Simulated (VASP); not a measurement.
# KCl (Fm-3m) in VASP: a series of runs

KCl is run at these levels: PBEsol; tasks: elastic constants.

Everything below comes from runs of VASP 6.6.1. Logs are shortened: lines on timing, memory, paths and dates and some standing lists are left out, and cuts for length are marked.

## (1) The cell of the first run

Symmetry: Fm-3m, No. 225, cubic system. Conventional cell: a = 6.065 Å, b = 6.065 Å, c = 6.065 Å, α = 90.00°, β = 90.00°, γ = 90.00°. K (site symmetry m-3m) has 6 Cl at 3.03 Å within 4.0 Å. Cl (site symmetry m-3m) has 6 K at 3.03 Å within 4.0 Å.

## (2) Elastic constants, PBEsol

The input, INCAR:

```
ALGO = Normal
EDIFF = 1E-8
ENCUT = 600
GGA = PS
IBRION = 6
ISIF = 3
ISMEAR = 0
LASPH = True
LCHARG = True
LREAL = False
LWAVE = False
NELM = 80
NFREE = 2
NSW = 1
POTIM = 0.015
PREC = Accurate
SIGMA = 0.01
```

The input, KPOINTS:

```
k-points
0
Gamma
  6 6 6
```

The input, POSCAR:

```
KCl
1.0
    0.0000000000      3.0325830419      3.0325830419
    3.0325830419      0.0000000000      3.0325830419
    3.0325830419      3.0325830419      0.0000000000
K Cl
1 1
Direct
    0.0000000000      0.0000000000      0.0000000000
    0.5000000000      0.5000000000      0.5000000000
```

Potentials or basis: VASP PAW PBE potentials, release 64 (K_sv, Cl).

Command:

```
> cat potpaw_PBE.64/K_sv/POTCAR potpaw_PBE.64/Cl/POTCAR > POTCAR
> mpirun -np 1 vasp_std > vasp.out
```

OUTCAR:

```text
EDIFF = 1E-8
   ENCUT = 600
   GGA = PS
   IBRION = 6
   ISIF = 3
   ISMEAR = 0
   LASPH = True
   LREAL = False
   NELM = 80
   NFREE = 2
   NSW = 1
   POTIM = 0.015
   PREC = Accurate

 ion  position               nearest neighbor table
   1  0.000  0.000  0.000-   2 3.03   2 3.03   2 3.03   2 3.03   2 3.03   2 3.03
   2  0.500  0.500  0.500-   1 3.03   1 3.03   1 3.03   1 3.03   1 3.03   1 3.03

  LATTYP: Found a face centered cubic cell.
 ALAT       =     6.0651660838

  Lattice vectors:

 A1 = (   0.0000000000,   3.0325830419,   3.0325830419)
 A2 = (   3.0325830419,   0.0000000000,   3.0325830419)
 A3 = (   3.0325830419,   3.0325830419,   0.0000000000)

Analysis of symmetry for initial positions (statically):
=====================================================================
 Subroutine PRICEL returns:
 Original cell was already a primitive cell.

 Routine SETGRP: Setting up the symmetry group for a
 face centered cubic supercell.

 Subroutine GETGRP returns: Found 48 space group operations
 (whereof 48 operations were pure point group operations)
 out of a pool of 48 trial point group operations.

The static configuration has the point symmetry O_h .

Analysis of symmetry for dynamics (positions and initial velocities):
=====================================================================
 Subroutine PRICEL returns:
 Original cell was already a primitive cell.

 Routine SETGRP: Setting up the symmetry group for a
 face centered cubic supercell.

 Subroutine GETGRP returns: Found 48 space group operations
 (whereof 48 operations were pure point group operations)
 out of a pool of 48 trial point group operations.

The dynamic configuration has the point symmetry O_h .

 Subroutine INISYM returns: Found 48 space group operations
 (whereof 48 operations are pure point group operations),
 and found     1 'primitive' translations

----------------------------------------------------------------------------------------

                                     Primitive cell

  volume of cell :      55.7787

  direct lattice vectors                    reciprocal lattice vectors
     0.000000000  3.032583042  3.032583042    -0.164875947  0.164875947  0.164875947
     3.032583042  0.000000000  3.032583042     0.164875947 -0.164875947  0.164875947
     3.032583042  3.032583042  0.000000000     0.164875947  0.164875947 -0.164875947

  length of vectors
     4.288720067  4.288720067  4.288720067     0.285573517  0.285573517  0.285573517

  position of ions in fractional coordinates (direct lattice)
     0.000000000  0.000000000  0.000000000
     0.500000000  0.500000000  0.500000000

  ion indices of the primitive-cell ions
   primitive index   ion index
                 1           1
                 2           2

----------------------------------------------------------------------------------------

 KPOINTS: k-points

Automatic generation of k-mesh.
 Grid dimensions read from file:
 generate k-points for:    6    6    6

 Generating k-lattice:

[... 105 lines left out ...]

  FORCE on cell =-STRESS in cart. coord.  units (eV):
  Direction    XX          YY          ZZ          XY          YZ          ZX
  --------------------------------------------------------------------------------------
  -------------------------------------------------------------------------------------
  Total        0.7360958      0.7360958      0.7360958     -0.0000000      0.0000000      0.0000000
  in kB       21.1434979     21.1434979     21.1434979     -0.0000000      0.0000000      0.0000000
  external PRESSURE =      21.1434979 kB  Pullay stress =       0.0000000 kB
[... 89 lines left out ...]
  FREE ENERGIE OF THE ION-ELECTRON SYSTEM (eV)
  ---------------------------------------------------
  free  energy   TOTEN  =        -6.9770719895 eV

  energy  without entropy=       -6.9770719895  energy(sigma->0) =       -6.97707199

[... ionic steps 4 to 14 ...]

--------------------------------------- Ionic step       15  -------------------------------------------

 number of electron      15.9999999 magnetization

------------------------ aborting loop because EDIFF is reached ----------------------------------------
[... 67 lines left out ...]
--------------------------------------- Ionic step       17  -------------------------------------------

 number of electron      15.9999999 magnetization

 Free energy of the ion-electron system (eV)
  ---------------------------------------------------
  ext. energy  EPLUGINS =         0.00000000
  ---------------------------------------------------
  free energy    TOTEN  =        -6.99074889 eV

  energy without entropy =       -6.99074889  energy(sigma->0) =       -6.99074889

 E-fermi :  -1.3337     XC(G=0):  -8.2086

 val. band max:       -1.4306433612   @ k =   0.0000   0.0000   0.0000
 cond. band min:       3.9668039838   @ k =   0.0000   0.0000   0.0000
 fundamental gap:      5.3974473450
 Fermi energy:        -1.3336899240

 k-point     1 :       0.0000    0.0000    0.0000
  band No.  band energies     occupation
      1     -28.2250      2.00000
      2     -13.6630      2.00000
      3     -11.7542      2.00000
      4     -11.7542      2.00000
      5     -11.7542      2.00000
      6      -1.4307      2.00000
      7      -1.4307      2.00000
      8      -1.4306      2.00000
      9       3.9668      0.00000
     10       6.8802      0.00000
     11       6.8803      0.00000
     12       6.8803      0.00000
[... 331 lines left out ...]
 k-point    24 :       0.0000   -0.3333    0.3333
  band No.  band energies     occupation
      1     -28.2009      2.00000
      2     -13.7254      2.00000
      3     -11.9163      2.00000
      4     -11.7975      2.00000
      5     -11.6182      2.00000
      6      -2.2863      2.00000
      7      -2.0019      2.00000
      8      -1.8338      2.00000
      9       6.2432      0.00000
     10       7.3954      0.00000
     11       8.6348      0.00000
     12       9.1015      0.00000

 [... further k-points ...]

------------------------ aborting loop because EDIFF is reached ----------------------------------------

  FORCE on cell =-STRESS in cart. coord.  units (eV):
  Direction    XX          YY          ZZ          XY          YZ          ZX
  --------------------------------------------------------------------------------------
  -------------------------------------------------------------------------------------
  Total        0.7391637      0.7359009      0.7359009     -0.0000000      0.0000000      0.0000000
  in kB       21.2316189     21.1378999     21.1378999     -0.0000000      0.0000000      0.0000000
  external PRESSURE =      21.1691395 kB  Pullay stress =       0.0000000 kB
[... 17 lines left out ...]
  FREE ENERGIE OF THE ION-ELECTRON SYSTEM (eV)
  ---------------------------------------------------
  free  energy   TOTEN  =        -6.9907488931 eV

  energy  without entropy=       -6.9907488931  energy(sigma->0) =       -6.99074889

 INTERNAL STRAIN TENSORS FROM STRAINED CELLS
 ============================================

 INTERNAL STRAIN TENSOR FOR ION    1 for displacements in x,y,z  (eV/Angst):
          X           Y           Z          XY          YZ          ZX
  --------------------------------------------------------------------------------
  x     0.00000     0.00000    -0.00000     0.00000     0.00000     0.00000
  y    -0.00000     0.00000    -0.00000     0.00000     0.00000    -0.00000
  z     0.00000    -0.00000     0.00000     0.00000     0.00000    -0.00000

 INTERNAL STRAIN TENSORS FROM DISPLACED ATOMS
 ============================================

 INTERNAL STRAIN TENSOR FOR ION    1 for displacements in x,y,z  (eV/Angst):
          X           Y           Z          XY          YZ          ZX
  --------------------------------------------------------------------------------
  x     0.00000     0.00000     0.00000     0.00000     0.00000     0.00000
  y     0.00000     0.00000     0.00000     0.00000     0.00000     0.00000
  z     0.00000     0.00000     0.00000     0.00000     0.00000     0.00000

 INTERNAL STRAIN TENSOR FOR ION    2 for displacements in x,y,z  (eV/Angst):
          X           Y           Z          XY          YZ          ZX
  --------------------------------------------------------------------------------
  x     0.00000     0.00000     0.00000     0.00000     0.00000     0.00000
  y     0.00000     0.00000     0.00000     0.00000     0.00000     0.00000
  z     0.00000     0.00000     0.00000     0.00000     0.00000     0.00000

 Eigenvectors and eigenvalues of the dynamical matrix
 ----------------------------------------------------

   1 f  =    5.121977 THz    32.182330 2PiTHz  170.850759 cm-1    21.182785 meV
             X         Y         Z           dx          dy          dz
      0.000000  0.000000  0.000000    -0.689797    0.000000    0.000000
      3.032583  3.032583  3.032583     0.724003    0.000000    0.000000
[... 21 lines left out ...]
   6 f/i=    0.001363 THz     0.008566 2PiTHz    0.045476 cm-1     0.005638 meV
             X         Y         Z           dx          dy          dz
      0.000000  0.000000  0.000000     0.000000   -0.422525   -0.587923
      3.032583  3.032583  3.032583     0.000000   -0.402562   -0.560146

--------------------------------------------------------------------------------------------------------

 ELASTIC MODULI CONTR FROM IONIC RELAXATION (kBar)
 Direction    XX          YY          ZZ          XY          YZ          ZX
 --------------------------------------------------------------------------------
 XX           0.0000      0.0000      0.0000      0.0000      0.0000      0.0000
 YY           0.0000      0.0000      0.0000      0.0000      0.0000      0.0000
 ZZ           0.0000      0.0000      0.0000      0.0000      0.0000      0.0000
 XY           0.0000      0.0000      0.0000      0.0000      0.0000      0.0000
 YZ           0.0000      0.0000      0.0000      0.0000      0.0000      0.0000
 ZX           0.0000      0.0000      0.0000      0.0000      0.0000      0.0000
 --------------------------------------------------------------------------------

 TOTAL ELASTIC MODULI (kBar)
 Direction    XX          YY          ZZ          XY          YZ          ZX
 --------------------------------------------------------------------------------
 XX         666.1591     64.7934     64.7934      0.0000     -0.0000     -0.0000
 YY          64.7934    666.1591     64.7934     -0.0000      0.0000      0.0000
 ZZ          64.7934     64.7934    666.1591     -0.0000     -0.0000      0.0000
 XY           0.0000     -0.0000     -0.0000     54.0647      0.0000      0.0000
 YZ          -0.0000      0.0000     -0.0000      0.0000     54.0647      0.0000
 ZX          -0.0000      0.0000      0.0000      0.0000      0.0000     54.0647
 --------------------------------------------------------------------------------
```

It took 15 min on 1 thread of Oxide Virtual Turin-like, shared host; peak memory 0.25 GiB.

Results:

| Property | Result |
| --- | --- |
| Elastic constants C11, C12, C44 | 67, 6, 5 GPa |
| Voigt bulk modulus | 27 GPa |
| Highest phonon frequency at Γ, LO-TO splitting left out | 171 cm⁻¹ |

Phonon frequencies in cm⁻¹ (negative: imaginary):
| q point | frequencies |
| --- | --- |
| (0.000, 0.000, 0.000) | 0 0 0 171 171 171 |

Elastic tensor in Voigt notation (GPa, in the Cartesian axes of the cell as first typed):
```
67  6  6  0  0  0
 6 67  6  0  0  0
 6  6 67  0  0  0
 0  0  0  5  0  0
 0  0  0  0  5  0
 0  0  0  0  0  5
```

Clamped-ion elastic tensor (GPa):
```
67  6  6  0  0  0
 6 67  6  0  0  0
 6  6 67  0  0  0
 0  0  0  5  0  0
 0  0  0  0  5  0
 0  0  0  0  0  5
```

Caveat: the cell is under stress, which shifts elastic constants; the PAW data sets were made with another functional, which shifts forces and pressure a little.

## (3) Elastic constants, PBEsol

This run uses another cell than the first one, of 30.41 Å³/atom.

Edit INCAR of step 2 so:

```diff
@@ -8,5 +8,6 @@
 LASPH = True
-LCHARG = True
+LCHARG = False
 LREAL = False
 LWAVE = False
+NBANDS = 15
 NELM = 80
```

KPOINTS is that of step 2.

The input, POSCAR:

```
KCl
1.0
    0.0000000000      3.1212777249      3.1212777249
    3.1212777249      0.0000000000      3.1212777249
    3.1212777249      3.1212777249      0.0000000000
K Cl
1 1
Direct
    0.0000000000      0.0000000000      0.0000000000
    0.5000000000      0.5000000000      0.5000000000
```

Potentials or basis: VASP PAW PBE potentials, release 64 (K_sv, Cl).

Command:

```
> cat potpaw_PBE.64/K_sv/POTCAR potpaw_PBE.64/Cl/POTCAR > POTCAR
> mpirun -np 1 vasp_std > vasp.out
```

Run time: 19 min. Hardware: 1 thread of Oxide Virtual Turin-like, shared host; peak memory 0.26 GiB.

It converged, with:

- Elastic constants C11, C12, C44: 44, 6, 6 GPa
- Voigt bulk modulus: 19 GPa
- Highest phonon frequency at Γ, LO-TO splitting left out: 140 cm⁻¹

Phonon frequencies in cm⁻¹ (negative: imaginary):
| q point | frequencies |
| --- | --- |
| (0.000, 0.000, 0.000) | 0 0 0 140 140 140 |

Elastic tensor in Voigt notation (GPa, in the Cartesian axes of the cell as first typed):
```
44  6  6  0  0  0
 6 44  6  0  0  0
 6  6 44  0  0  0
 0  0  0  6  0  0
 0  0  0  0  6  0
 0  0  0  0  0  6
```

Clamped-ion elastic tensor (GPa):
```
44  6  6  0  0  0
 6 44  6  0  0  0
 6  6 44  0  0  0
 0  0  0  6  0  0
 0  0  0  0  6  0
 0  0  0  0  0  6
```

Caveat: the PAW data sets were made with another functional, which shifts forces and pressure a little.

## (4) Elastic constants, PBEsol

This run uses another cell than the first one, of 30.41 Å³/atom.

The input, INCAR:

```
SYSTEM = KCl
PREC = Accurate
ENCUT = 600
EDIFF = 1E-8
ISMEAR = 0
SIGMA = 0.01
LREAL = .False.
LASPH = .True.
NELM = 100
ALGO = Normal
ISIF = 3
LWAVE = .False.
LCHARG = .True.
GGA = PS
NBANDS = 15
IBRION = 6
NFREE = 2
POTIM = 0.015
NSW = 1
```

The input, KPOINTS:

```
regular mesh
0
Gamma
  6 6 6
  0 0 0
```

POSCAR is that of step 3.

Command:

```
> cat potpaw_PBE.64/K_sv/POTCAR potpaw_PBE.64/Cl/POTCAR > POTCAR
> mpirun -np 1 vasp_std > vasp.out
```

It took 18 min on 1 thread of Oxide Virtual Turin-like, shared host; peak memory 0.26 GiB.

It converged, with:

- Elastic constants C11, C12, C44: 44, 6, 6 GPa
- Voigt bulk modulus: 19 GPa
- Highest phonon frequency at Γ, LO-TO splitting left out: 140 cm⁻¹

Phonon frequencies in cm⁻¹ (negative: imaginary):
```csv
q point,frequencies
"(0.000, 0.000, 0.000)",0 0 0 140 140 140
```

Elastic tensor in Voigt notation (GPa, in the Cartesian axes of the cell as first typed):
```
44  6  6  0  0  0
 6 44  6  0  0  0
 6  6 44  0  0  0
 0  0  0  6  0  0
 0  0  0  0  6  0
 0  0  0  0  0  6
```

Clamped-ion elastic tensor (GPa):
```
44  6  6  0  0  0
 6 44  6  0  0  0
 6  6 44  0  0  0
 0  0  0  6  0  0
 0  0  0  0  6  0
 0  0  0  0  0  6
```

Caveat: the PAW data sets were made with another functional, which shifts forces and pressure a little.
